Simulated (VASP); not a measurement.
# Se (Pm-3m) in VASP: further runs

Se is run at these levels: PBEsol, PBEsol+D3(BJ), PBEsol+D4; tasks: relaxation of cell and atoms.

Program: VASP 6.6.1. These are calculated values, not measurements. Logs are shortened: lines on timing, memory, paths and dates and some standing lists are left out, and cuts for length are marked.

### Step 1. The cell of the first run

The structure is cubic, space group Pm-3m (No. 221). The conventional cell has a = 2.811 Å, b = 2.811 Å, c = 2.811 Å, α = 90.00°, β = 90.00°, γ = 90.00°. Within 3.7 Å of Se (site symmetry m-3m) lie 6 Se at 2.81 Å.

### Step 2. Relaxation of cell and atoms, PBEsol

The input, INCAR:

```
SYSTEM = Se
  PREC = Accurate
  ENCUT = 600
  EDIFF = 1E-6
  ISMEAR = -1
  SIGMA = 0.05
  LREAL = .False.
  LASPH = .True.
  NELM = 60
  ALGO = Normal
  ISIF = 3
  LWAVE = .False.
  LCHARG = .False.
  GGA = PS
  IBRION = 2
  NSW = 60
  EDIFFG = -0.01
```

The input, KPOINTS:

```
Automatic mesh
0
Gamma
  9 9 9
  0 0 0
```

The input, POSCAR:

```
Se
1.0
    2.8105630200      0.0000000000      0.0000000000
    0.0000000000      2.8105630200      0.0000000000
    0.0000000000      0.0000000000      2.8105630200
Se
1
Direct
    0.0000000000      0.0000000000      0.0000000000
```

Potentials or basis: VASP PAW PBE potentials, release 64 (Se).

Launch:

```sh
cat potpaw_PBE.64/Se/POTCAR > POTCAR
mpirun -np 1 vasp_std > vasp.out
```

OUTCAR:

```text
SYSTEM = Se
   PREC = Accurate
   ENCUT = 600
   EDIFF = 1E-6
   ISMEAR = -1
   LREAL = .False.
   LASPH = .True.
   NELM = 60
   ISIF = 3
   GGA = PS
   IBRION = 2
   NSW = 60
   EDIFFG = -0.01

 ion  position               nearest neighbor table
   1  0.000  0.000  0.000-

  LATTYP: Found a simple cubic cell.
 ALAT       =     2.8105630200

  Lattice vectors:

 A1 = (   2.8105630200,   0.0000000000,   0.0000000000)
 A2 = (   0.0000000000,   2.8105630200,   0.0000000000)
 A3 = (   0.0000000000,   0.0000000000,   2.8105630200)

Analysis of symmetry for initial positions (statically):
=====================================================================
 Subroutine PRICEL returns:
 Original cell was already a primitive cell.

 Routine SETGRP: Setting up the symmetry group for a
 simple cubic supercell.

 Subroutine GETGRP returns: Found 48 space group operations
 (whereof 48 operations were pure point group operations)
 out of a pool of 48 trial point group operations.

The static configuration has the point symmetry O_h .

Analysis of symmetry for dynamics (positions and initial velocities):
=====================================================================
 Subroutine PRICEL returns:
 Original cell was already a primitive cell.

 Routine SETGRP: Setting up the symmetry group for a
 simple cubic supercell.

 Subroutine GETGRP returns: Found 48 space group operations
 (whereof 48 operations were pure point group operations)
 out of a pool of 48 trial point group operations.

The dynamic configuration has the point symmetry O_h .

 Subroutine INISYM returns: Found 48 space group operations
 (whereof 48 operations are pure point group operations),
 and found     1 'primitive' translations

----------------------------------------------------------------------------------------

                                     Primitive cell

  volume of cell :      22.2014

  direct lattice vectors                    reciprocal lattice vectors
     2.810563020  0.000000000  0.000000000     0.355800597  0.000000000  0.000000000
     0.000000000  2.810563020  0.000000000     0.000000000  0.355800597  0.000000000
     0.000000000  0.000000000  2.810563020     0.000000000  0.000000000  0.355800597

  length of vectors
     2.810563020  2.810563020  2.810563020     0.355800597  0.355800597  0.355800597

  position of ions in fractional coordinates (direct lattice)
     0.000000000  0.000000000  0.000000000

  ion indices of the primitive-cell ions
   primitive index   ion index
                 1           1

----------------------------------------------------------------------------------------

 KPOINTS: Automatic mesh

Automatic generation of k-mesh.
 Grid dimensions read from file:
 generate k-points for:    9    9    9

 Generating k-lattice:

  Cartesian coordinates                     Fractional coordinates (reciprocal lattice)
     0.039533400  0.000000000  0.000000000     0.111111111  0.000000000  0.000000000
     0.000000000  0.039533400  0.000000000     0.000000000  0.111111111  0.000000000
     0.000000000  0.000000000  0.039533400     0.000000000  0.000000000  0.111111111

  Length of vectors
     0.039533400  0.039533400  0.039533400

  Shift w.r.t. Gamma in fractional coordinates (k-lattice)
     0.000000000  0.000000000  0.000000000

 Subroutine IBZKPT returns following result:
 ===========================================

 Found     35 irreducible k-points:

 Following reciprocal coordinates:
            Coordinates               Weight
  0.000000  0.000000  0.000000      1.000000
  0.111111  0.000000  0.000000      6.000000
  0.222222  0.000000  0.000000      6.000000
  0.333333  0.000000  0.000000      6.000000
  0.444444  0.000000  0.000000      6.000000
  0.111111  0.111111  0.000000     12.000000
[... 16 lines left out ...]
  0.333333  0.333333  0.111111     24.000000
  0.444444  0.333333  0.111111     48.000000
 [... further k-points ...]
   k-points           NKPTS =     35   k-points in BZ     NKDIM =     35   number of bands    NBANDS=      7
   number of dos      NEDOS =    301   number of ions     NIONS =      1
   total plane-waves  NPLWV =  13824
   dimension x,y,z NGX =    24 NGY =   24 NGZ =   24
   dimension x,y,z NGXF=    48 NGYF=   48 NGZF=   48
   ions per type =               1
   NGX,Y,Z   is equivalent  to a cutoff of  14.20, 14.20, 14.20 a.u.
   NGXF,Y,Z  is equivalent  to a cutoff of  28.39, 28.39, 28.39 a.u.
 SYSTEM =  Se
   PREC   = accura    normal or accurate (medium, high low for compatibility)
   ISTART =      0    job   : 0-new  1-cont  2-samecut
   ICHARG =      2    charge: 1-file 2-atom 10-const
   ISPIN  =      1    spin polarized calculation?
   LNONCOLLINEAR =      F non collinear calculations
   LSORBIT =      F    spin-orbit coupling
   LASPH  =      T    aspherical Exc in radial PAW
   ENCUT  =  600.0 eV  44.10 Ry    6.64 a.u.   5.61  5.61  5.61*2*pi/ulx,y,z
   NELM   =     60;   NELMIN=  2; NELMDL= -5     # of ELM steps
   EDIFF  = 0.1E-05   stopping-criterion for ELM
   LREAL  =      F    real-space projection
   EDIFFG = -.1E-01   stopping-criterion for IOM
   NSW    =     60    number of steps for IOM
   IBRION =      2    ionic relax: 0-MD 1-quasi-New 2-CG
   NFREE  =      1    steps in history (QN), initial steepest desc. (CG)
   ISIF   =      3    stress and relaxation
   ISYM   =      2    0-nonsym 1-usesym 2-fastsym
   POTIM  = 0.5000    time-step for ionic-motion
   TEBEG  =    0.0;   TEEND  =   0.0 temperature during run
   PSTRESS=    0.0 pullay stress
   NELECT =       6.0000    total number of electrons
   NUPDOWN=      -1.0000    fix difference up-down
   EMIN   =  10.00;   EMAX   =-10.00  energy-range for DOS
   EFERMI =   0.00;   METHOD = LEGACY
   ISMEAR =    -1;   SIGMA  =   0.05  broadening in eV -4-tet -1-fermi 0-gaus
   EFERMI_NEDOS =   21; number of points for ismear=-14 and -15
   IALGO  =     38    algorithm
   IMIX   =      4    mixing-type and parameters
     AMIX     =   0.40;   BMIX     =  1.00
     AMIX_MAG =   1.60;   BMIX_MAG =  1.00
  volume/ion in A,a.u.               =      22.20       149.82
  Fermi-wavevector in a.u.,A,eV,Ry     =   1.058438  2.000157 15.242472  1.120290
  Thomas-Fermi vector in A             =   2.193747
   LORBIT       =      0    0 simple, 1 ext, 2 COOP (PROOUT), +10 PAW based schemes
   GGA     = PS    functional components
   LHFCALC =     F    Hartree Fock is set to
   AEXX    =    0.0000 exact exchange contribution
   IVDW    =     0    specifies the selected vdW correction
   LEPSILON=     F    determine dielectric tensor
   LRPA    =     F    only Hartree local field effects (RPA)
 conjugate gradient relaxation of ions
 non-spin polarized calculation
  energy-cutoff  :      600.00
  volume of cell :       22.20
 maximum number of plane-waves:       751
 NGX is ok and might be reduce to    24
   NGX = 11   NGY = 11   NGZ = 11

--------------------------------------- Ionic step        1  -------------------------------------------

 number of electron       5.9999999 magnetization

 Free energy of the ion-electron system (eV)
  ---------------------------------------------------
  ext. energy  EPLUGINS =         0.00000000
  ---------------------------------------------------
  free energy    TOTEN  =        -3.75578156 eV

  energy without entropy =       -3.74896346  energy(sigma->0) =       -3.75237251

------------------------ aborting loop because EDIFF is reached ----------------------------------------

  FORCE on cell =-STRESS in cart. coord.  units (eV):
  Direction    XX          YY          ZZ          XY          YZ          ZX
  --------------------------------------------------------------------------------------
  -------------------------------------------------------------------------------------
  Total       -0.2105232     -0.2105232     -0.2105232      0.0000000     -0.0000000     -0.0000000
  in kB      -15.1925480    -15.1925480    -15.1925480      0.0000000     -0.0000000     -0.0000000
  external PRESSURE =     -15.1925480 kB  Pullay stress =       0.0000000 kB
[... 55 lines left out ...]
  energy  without entropy=       -3.7505004894  energy(sigma->0) =       -3.75391975

--------------------------------------- Ionic step        3  -------------------------------------------

 number of electron       6.0000000 magnetization

 Free energy of the ion-electron system (eV)
  ---------------------------------------------------
  ext. energy  EPLUGINS =         0.00000000
  ---------------------------------------------------
  free energy    TOTEN  =        -3.75793011 eV

  energy without entropy =       -3.75105807  energy(sigma->0) =       -3.75449409

 E-fermi :   5.0417     XC(G=0): -10.2478

 val. band max:        5.0276191207   @ k =   0.1111   0.1111   0.1111
 cond. band min:       5.1297576654   @ k =   0.1111   0.1111   0.1111
 fundamental gap:      0.1021385446
 Fermi energy:         5.0417481086

 k-point     1 :       0.0000    0.0000    0.0000
  band No.  band energies     occupation
      1     -11.3466      2.00000
      2       6.4973      0.00000
      3       6.4973      0.00000
      4       6.4973      0.00000
      5      12.7128      0.00000
      6      12.7128      0.00000
      7      12.9071      0.00000
[... 221 lines left out ...]
 k-point    24 :       0.4444    0.3333    0.1111
  band No.  band energies     occupation
      1      -7.6057      2.00000
      2      -0.5196      2.00000
      3       1.5614      2.00000
      4       7.5442      0.00000
      5       9.7040      0.00000
      6      16.9667      0.00000
      7      18.5161      0.00000

 [... further k-points ...]
[... 5 lines left out ...]
  --------------------------------------------------------------------------------------
  -------------------------------------------------------------------------------------
  Total        0.0001711      0.0001711      0.0001711     -0.0000000      0.0000000     -0.0000000
  in kB        0.0125971      0.0125971      0.0125971     -0.0000000      0.0000000     -0.0000000
  external PRESSURE =       0.0125971 kB  Pullay stress =       0.0000000 kB
[... 16 lines left out ...]
  FREE ENERGIE OF THE ION-ELECTRON SYSTEM (eV)
  ---------------------------------------------------
  free  energy   TOTEN  =        -3.7579301126 eV

  energy  without entropy=       -3.7510580689  energy(sigma->0) =       -3.75449409

 reached required accuracy - stopping structural energy minimisation
```

Run time: 9.3 s. Hardware: 1 thread of Intel Xeon 6975P-C, shared host; peak memory 0.14 GiB.

What came out:

* Free energy: -3.7579 eV
* Relaxed volume: 21.76 Å³/atom
* Relaxed cell: a = 2.792 Å, b = 2.792 Å, c = 2.792 Å, α = 90.00°, β = 90.00°, γ = 90.00°
* Space group after relaxing (to 0.05 Å): Pm-3m (No. 221)
* Energy gained by relaxing: 2.1 meV/atom
* Ionic steps: 3
* Pressure after relaxing: 0.0 GPa
* Band gap on the k mesh: zero (band 3 reaches 7.96 eV, above the bottom of band 4 at 1.70 eV)

The path:
```
step  energy change (eV)  largest force (eV/Å)  pressure (GPa)  volume (Å³)
   1              0.0000                0.0000           -1.52        22.20
   2             -0.0016                0.0000            0.86        21.53
   3             -0.0021                0.0000            0.00        21.76
```

Final structure:
```
Se
1.0
     2.79171    0.00000    0.00000
     0.00000    2.79171    0.00000
     0.00000    0.00000    2.79171
Se
1
Direct
  0.00000 0.00000 0.00000
```

Caveat: the PAW data sets were made with another functional, which shifts forces and pressure a little.

### Step 3. Relaxation of cell and atoms, PBEsol+D3(BJ)

The input, INCAR:

```
ALGO     = Normal         # electronic algorithm
EDIFF    = 1E-6           # SCF threshold, eV
EDIFFG   = -0.01          # ionic threshold
ENCUT    = 600            # plane-wave cutoff, eV
GGA      = PS             # functional
IBRION   = 2              # ionic algorithm
ISIF     = 3              # what is computed and relaxed
ISMEAR   = -1             # smearing method
IVDW     = 12             # dispersion correction
LASPH    = T              # aspherical terms in the spheres
LCHARG   = F              # write CHGCAR
LREAL    = F              # projectors in reciprocal space
LWAVE    = F              # write WAVECAR
NELM     = 100            # most SCF steps
NSW      = 60             # ionic steps
PREC     = Accurate       # precision mode
SIGMA    = 0.05           # smearing width, eV
```

The input, KPOINTS:

```
k-points
0
Gamma
  9 9 9
```

POSCAR is that of step 2.

Potentials or basis: VASP PAW PBE potentials, release 64 (Se).

Launch:

```sh
cat potpaw_PBE.64/Se/POTCAR > POTCAR
mpirun -np 1 vasp_std > vasp.out
```

OUTCAR:

```text
EDIFF = 1E-6
   EDIFFG = -0.01
   ENCUT = 600
   GGA = PS
   IBRION = 2
   ISIF = 3
   ISMEAR = -1
   IVDW = 12
   LASPH = T
   LREAL = F
   NELM = 100
   NSW = 60
   PREC = Accurate
 IVDW          = 12

 ion  position               nearest neighbor table
   1  0.000  0.000  0.000-

  LATTYP: Found a simple cubic cell.
 ALAT       =     2.8105630200

  Lattice vectors:

 A1 = (   2.8105630200,   0.0000000000,   0.0000000000)
 A2 = (   0.0000000000,   2.8105630200,   0.0000000000)
 A3 = (   0.0000000000,   0.0000000000,   2.8105630200)

Analysis of symmetry for initial positions (statically):
=====================================================================
 Subroutine PRICEL returns:
 Original cell was already a primitive cell.

 Routine SETGRP: Setting up the symmetry group for a
 simple cubic supercell.

 Subroutine GETGRP returns: Found 48 space group operations
 (whereof 48 operations were pure point group operations)
 out of a pool of 48 trial point group operations.

The static configuration has the point symmetry O_h .

Analysis of symmetry for dynamics (positions and initial velocities):
=====================================================================
 Subroutine PRICEL returns:
 Original cell was already a primitive cell.
[... 137 lines left out ...]
 conjugate gradient relaxation of ions
 non-spin polarized calculation
  energy-cutoff  :      600.00
  volume of cell :       22.20
 maximum number of plane-waves:       751
 NGX is ok and might be reduce to    24
   NGX = 11   NGY = 11   NGZ = 11

--------------------------------------- Ionic step        1  -------------------------------------------

 number of electron       5.9999999 magnetization

 Free energy of the ion-electron system (eV)
  ---------------------------------------------------
  ext. energy  EPLUGINS =         0.00000000
  ---------------------------------------------------
  free energy    TOTEN  =        -3.75578156 eV

  energy without entropy =       -3.74896346  energy(sigma->0) =       -3.75237251

 E-fermi :   4.7890     XC(G=0): -10.1583

 val. band max:        4.7372874150   @ k =   0.4444   0.3333   0.2222
 cond. band min:       4.7983018124   @ k =   0.1111   0.1111   0.1111
 fundamental gap:      0.0610143974
 Fermi energy:         4.7889879797

 k-point     1 :       0.0000    0.0000    0.0000
  band No.  band energies     occupation
      1     -11.4103      2.00000
      2       6.2168      0.00000
      3       6.2168      0.00000
      4       6.2168      0.00000
      5      12.4995      0.00000
      6      12.4995      0.00000
      7      12.5449      0.00000
[... 307 lines left out ...]
--------------------------------------- Ionic step        3  -------------------------------------------

 number of electron       6.0000001 magnetization

 Free energy of the ion-electron system (eV)
  ---------------------------------------------------
  ext. energy  EPLUGINS =         0.00000000
  ---------------------------------------------------
  free energy    TOTEN  =        -3.75220383 eV

  energy without entropy =       -3.74558683  energy(sigma->0) =       -3.74889533

 E-fermi :   5.4588     XC(G=0): -10.3914

 val. band max:        5.4346416762   @ k =   0.4444   0.3333   0.2222
 cond. band min:       5.5548277079   @ k =   0.1111   0.1111   0.1111
 fundamental gap:      0.1201860317
 Fermi energy:         5.4588183907

 k-point     1 :       0.0000    0.0000    0.0000
  band No.  band energies     occupation
      1     -11.2457      2.00000
      2       6.9547      0.00000
      3       6.9547      0.00000
      4       6.9547      0.00000
      5      13.0609      0.00000
      6      13.0609      0.00000
      7      13.4993      0.00000
[... 262 lines left out ...]
  FREE ENERGIE OF THE ION-ELECTRON SYSTEM (eV)
  ---------------------------------------------------
  free  energy   TOTEN  =        -4.1088773216 eV

  energy  without entropy=       -4.1022603198  energy(sigma->0) =       -4.10556882

 reached required accuracy - stopping structural energy minimisation
```

OSZICAR:

```text
N       E                     dE             d eps       ncg     rms          rms(c)
DAV:   1     0.104496441866E+02    0.10450E+02   -0.30291E+03   490   0.817E+02
DAV:   2    -0.352113691334E+01   -0.13971E+02   -0.13548E+02   700   0.859E+01
DAV:   3    -0.375406047879E+01   -0.23292E+00   -0.23244E+00   574   0.128E+01
[... 18 lines left out ...]
DAV:   2    -0.375514971603E+01    0.82014E-02   -0.84095E-03   525   0.697E-01    0.300E-01
DAV:   3    -0.375219240051E+01    0.29573E-02   -0.90997E-03   490   0.576E-01    0.764E-02
DAV:   4    -0.375220248908E+01   -0.10089E-04   -0.40294E-05   567   0.644E-02    0.280E-02
DAV:   5    -0.375220370927E+01   -0.12202E-05   -0.53571E-06   602   0.168E-02    0.373E-03
DAV:   6    -0.375220382715E+01   -0.11788E-06   -0.84624E-08   322   0.306E-03
   3 F= -.41088773E+01 E0= -.41055688E+01  d E =-.147979E-01
```

CONTCAR:

```text
Se
   1.00000000000000
     2.7618833563530427    0.0000000000000000   -0.0000000000000000
     0.0000000000000000    2.7618833563530427    0.0000000000000000
    -0.0000000000000000   -0.0000000000000000    2.7618833563530427
  Se
     1
Direct
     0.0000000000000000    0.0000000000000000    0.0000000000000000

  0.00000000E+00  0.00000000E+00  0.00000000E+00
```

Run time: 11 s. Hardware: 1 thread of Intel Xeon 6975P-C, shared host; peak memory 0.15 GiB.

What came out:

- Free energy: -4.1089 eV
- Relaxed volume: 21.07 Å³/atom
- Relaxed cell: a = 2.762 Å, b = 2.762 Å, c = 2.762 Å, α = 90.00°, β = 90.00°, γ = 90.00°
- Space group after relaxing (to 0.05 Å): Pm-3m (No. 221)
- Energy gained by relaxing: 14.8 meV/atom
- Ionic steps: 3
- Pressure after relaxing: 0.0 GPa
- Band gap on the k mesh: zero (band 3 reaches 8.50 eV, above the bottom of band 4 at 2.00 eV)
- Dispersion energy per atom: -0.357 eV

The path:
```
step  energy change (eV)  largest force (eV/Å)  pressure (GPa)  volume (Å³)
   1              0.0000                0.0000           -3.98        22.20
   2             -0.0102                0.0000            2.61        20.48
   3             -0.0148                0.0000            0.00        21.07
```

Final structure:
```
Se
1.0
     2.76188    0.00000    0.00000
     0.00000    2.76188    0.00000
     0.00000    0.00000    2.76188
Se
1
Direct
  0.00000 0.00000 0.00000
```

Caveat: the PAW data sets were made with another functional, which shifts forces and pressure a little; pairwise dispersion overbinds metals, which lowers pressure and volume.

(Continued in part 2 of 2.)
